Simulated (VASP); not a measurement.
# SiNi (P2_13) in VASP: settings compared, part 2 of 2

VASP 6.6.1. Earlier steps stand in the parts before.

**3. Single point, revPBE+D4, collinear spin, ferromagnetic start**

This run uses another cell than the first one, of 10.97 Å³/atom, 1.009 times its volume.

INCAR reads:

```
SYSTEM = SiNi
ALGO     = Normal         ! electronic algorithm
EDIFF    = 1E-7           ! SCF threshold, eV
ENCUT    = 520            ! plane-wave cutoff, eV
GGA      = RE             ! functional
ISIF     = 2              ! what is computed and relaxed
ISMEAR   = -1             ! smearing method
ISPIN    = 2              ! spin polarisation
IVDW     = 13             ! dispersion correction
LASPH    = .True.         ! aspherical terms in the spheres
LCHARG   = .False.        ! write CHGCAR
LMAXMIX  = 4              ! l up to which the mixer works
LORBIT   = 11             ! projections on sites
LREAL    = .False.        ! projectors in reciprocal space
LWAVE    = .False.        ! write WAVECAR
MAGMOM   = 1 1 1 1 0 0 0 0 ! initial moments
NBANDS   = 42             ! bands
NELM     = 150            ! most SCF steps
PREC     = Accurate       ! precision mode
SIGMA    = 0.05           ! smearing width, eV
```

KPOINTS reads:

```
k-points
0
Gamma
  6 6 6
  0 0 0
```

POSCAR reads:

```
SiNi
1.0
    4.4433421860      0.0000000000      0.0000000000
    0.0000000000      4.4433421860      0.0000000000
    0.0000000000      0.0000000000      4.4433421860
Ni Si
4 4
Direct
    0.1493705005      0.1493705005      0.1493705005
    0.6493705005      0.3506294995      0.8506294995
    0.8506294995      0.6493705005      0.3506294995
    0.3506294995      0.8506294995      0.6493705005
    0.8469197105      0.8469197105      0.8469197105
    0.3469197105      0.6530802895      0.1530802895
    0.1530802895      0.3469197105      0.6530802895
    0.6530802895      0.1530802895      0.3469197105
```

Potentials or basis: VASP PAW PBE potentials, release 64 (Ni, Si).

Command:

```
> cat potpaw_PBE.64/Ni/POTCAR potpaw_PBE.64/Si/POTCAR > POTCAR
> mpirun -np 1 vasp_std > vasp.out
```

OUTCAR:

```text
SYSTEM = SiNi
   EDIFF = 1E-7
   ENCUT = 520
   GGA = RE
   ISIF = 2
   ISMEAR = -1
   ISPIN = 2
   IVDW = 13
   LASPH = .True.
   LORBIT = 11
   LREAL = .False.
   NELM = 150
   PREC = Accurate

 ion  position               nearest neighbor table
   1  0.149  0.149  0.149-   5 2.33   6 2.37   7 2.37   8 2.37   6 2.40   7 2.40   8 2.40   3 2.74
                             4 2.74   2 2.74   4 2.74   3 2.74   2 2.74
   2  0.649  0.351  0.851-   6 2.33   5 2.37   7 2.37   8 2.37   7 2.40   8 2.40   5 2.40   1 2.74
                             3 2.74   3 2.74   4 2.74   4 2.74   1 2.74
   3  0.851  0.649  0.351-   7 2.33   6 2.37   5 2.37   8 2.37   8 2.40   5 2.40   6 2.40   1 2.74
                             2 2.74   2 2.74   1 2.74   4 2.74   4 2.74
   4  0.351  0.851  0.649-   8 2.33   6 2.37   7 2.37   5 2.37   6 2.40   7 2.40   5 2.40   1 2.74
                             1 2.74   2 2.74   2 2.74   3 2.74   3 2.74
   5  0.847  0.847  0.847-   1 2.33   2 2.37   3 2.37   4 2.37   2 2.40   3 2.40   4 2.40   6 2.74
                             7 2.74   8 2.74   8 2.74   7 2.74   6 2.74
   6  0.347  0.653  0.153-   2 2.33   1 2.37   3 2.37   4 2.37   3 2.40   4 2.40   1 2.40   8 2.74
                             5 2.74   7 2.74   7 2.74   8 2.74   5 2.74
   7  0.153  0.347  0.653-   3 2.33   2 2.37   1 2.37   4 2.37   4 2.40   1 2.40   2 2.40   8 2.74
                             5 2.74   6 2.74   5 2.74   6 2.74   8 2.74
   8  0.653  0.153  0.347-   4 2.33   2 2.37   3 2.37   1 2.37   2 2.40   3 2.40   1 2.40   7 2.74
                             5 2.74   5 2.74   6 2.74   6 2.74   7 2.74

  LATTYP: Found a simple cubic cell.
 ALAT       =     4.4433421860

  Lattice vectors:

 A1 = (   4.4433421860,   0.0000000000,   0.0000000000)
 A2 = (   0.0000000000,   4.4433421860,   0.0000000000)
 A3 = (   0.0000000000,   0.0000000000,   4.4433421860)

Analysis of symmetry for initial positions (statically):
=====================================================================
 Subroutine PRICEL returns:
 Original cell was already a primitive cell.

 Routine SETGRP: Setting up the symmetry group for a
 simple cubic supercell.

 Subroutine GETGRP returns: Found 12 space group operations
[... 1244 lines left out ...]
      4       3.6250      1.00000
      5       6.1375      1.00000
      6       6.1375      1.00000
[... 1021 lines left out ...]
     39      19.2263      0.00000
     40      19.2263      0.00000
 [bands above 40 left out]

------------------------ aborting loop because EDIFF is reached ----------------------------------------

  DFT-D4 for vdW energy calculation

  Edisp (eV):   -7.35745

  FORCE on cell =-STRESS in cart. coord.  units (eV):
  Direction    XX          YY          ZZ          XY          YZ          ZX
  --------------------------------------------------------------------------------------
  -------------------------------------------------------------------------------------
  Total      -0.11901    -0.11901    -0.11901    -0.00000     0.00000    -0.00000
  in kB      -2.17357    -2.17357    -2.17357    -0.00000     0.00000    -0.00000
  external pressure =       -2.17 kB  Pullay stress =        0.00 kB

 VOLUME and BASIS-vectors are now :
 -----------------------------------------------------------------------------
  energy-cutoff  :      520.00
  volume of cell :       87.73
      direct lattice vectors                 reciprocal lattice vectors
     4.443342186  0.000000000  0.000000000     0.225055816  0.000000000  0.000000000
     0.000000000  4.443342186  0.000000000     0.000000000  0.225055816  0.000000000
     0.000000000  0.000000000  4.443342186     0.000000000  0.000000000  0.225055816

 POSITION                                       TOTAL-FORCE (eV/Angst)
 -----------------------------------------------------------------------------------
      0.66370      0.66370      0.66370         0.000966      0.000966      0.000966
      2.88538      1.55797      3.77964         0.000966     -0.000966     -0.000966
      3.77964      2.88538      1.55797        -0.000966      0.000966     -0.000966
      1.55797      3.77964      2.88538        -0.000966     -0.000966      0.000966
      3.76315      3.76315      3.76315         0.000376      0.000376      0.000376
      1.54148      2.90186      0.68019         0.000376     -0.000376     -0.000376
      0.68019      1.54148      2.90186        -0.000376      0.000376     -0.000376
      2.90186      0.68019      1.54148        -0.000376     -0.000376      0.000376
 -----------------------------------------------------------------------------------
    total drift:                                0.000000      0.000000      0.000000

  FREE ENERGIE OF THE ION-ELECTRON SYSTEM (eV)
  ---------------------------------------------------
  free  energy   TOTEN  =       -51.3236951626 eV

  energy  without entropy=      -51.3009156723  energy(sigma->0) =      -51.31230542

 total charge

# of ion       s       p       d       tot
------------------------------------------
    1        0.470   0.648   8.513   9.631
    2        0.470   0.648   8.513   9.631
    3        0.470   0.648   8.513   9.631
    4        0.470   0.648   8.513   9.631
    5        0.735   0.875   0.000   1.610
    6        0.735   0.875   0.000   1.610
    7        0.735   0.875   0.000   1.610
    8        0.735   0.875   0.000   1.610
--------------------------------------------------
tot          4.820   6.092  34.050  44.962

 magnetization (x)

# of ion       s       p       d       tot
------------------------------------------
    1       -0.000   0.000   0.000   0.000
    2       -0.000   0.000   0.000   0.000
    3       -0.000   0.000   0.000   0.000
    4       -0.000   0.000   0.000   0.000
    5       -0.000  -0.000   0.000  -0.000
    6       -0.000  -0.000   0.000  -0.000
    7       -0.000  -0.000   0.000  -0.000
    8       -0.000  -0.000   0.000  -0.000
--------------------------------------------------
tot         -0.000  -0.000   0.000   0.000
```

OSZICAR:

```text
N       E                     dE             d eps       ncg     rms          rms(c)
DAV:   1     0.382876058772E+03    0.38288E+03   -0.23720E+04  4032   0.162E+03
DAV:   2    -0.148092626044E+02   -0.39769E+03   -0.37552E+03  4048   0.350E+02
[... 10 lines left out ...]
DAV:  13    -0.439662550040E+02   -0.33722E-05   -0.97842E-05  4828   0.807E-02    0.357E-02
DAV:  14    -0.439662469833E+02    0.80207E-05   -0.40616E-06  6416   0.218E-02    0.168E-02
DAV:  15    -0.439662423415E+02    0.46418E-05   -0.31443E-06  6056   0.133E-02    0.530E-03
DAV:  16    -0.439662421248E+02    0.21672E-06   -0.76019E-07  5014   0.663E-03    0.241E-03
DAV:  17    -0.439662423649E+02   -0.24005E-06   -0.56606E-08  2214   0.209E-03    0.110E-03
DAV:  18    -0.439662424854E+02   -0.12050E-06   -0.26367E-08  2202   0.903E-04    0.582E-04
DAV:  19    -0.439662425534E+02   -0.68031E-07   -0.53548E-09  2178   0.674E-04
   1 F= -.51323695E+02 E0= -.51312305E+02  d E =-.227795E-01  mag=     0.0000
```

stdout:

```text
POSCAR found type information on POSCAR NiSi
 POSCAR found :  2 types and       8 ions
 scaLAPACK will be used
 -----------------------------------------------------------------------------
|                                                                             |
|                                                                             |
|     You enforced a specific xc type in the INCAR file but a different       |
|     I HOPE YOU KNOW WHAT YOU ARE DOING!                                     |
|                                                                             |
 -----------------------------------------------------------------------------

 LDA part: xc-table for (Slater+PW92), standard interpolation
 POSCAR, INCAR and KPOINTS ok, starting setup
 FFT: planning ... GRIDC
 FFT: planning ... GRID_SOFT
 FFT: planning ... GRID
 WAVECAR not read
 entering main loop
```

Run time: 3.6 min. Hardware: 1 thread of Intel Xeon 6975P-C, shared host; peak memory 0.31 GiB.

What came out:

```
Free energy                                           : -51.3237 eV
Pressure                                              : -0.2 GPa
Band gap on the k mesh                                : zero (filled and empty bands overlap)
Net moment                                            : 0.00 μB per cell
Valence electrons inside the program's atomic spheres : Ni 9.63; Si 1.61
Dispersion energy per atom                            : -0.920 eV
```

Caveat: the PAW data sets were made with another functional, which shifts forces and pressure a little; pairwise dispersion overbinds metals, which lowers pressure and volume.
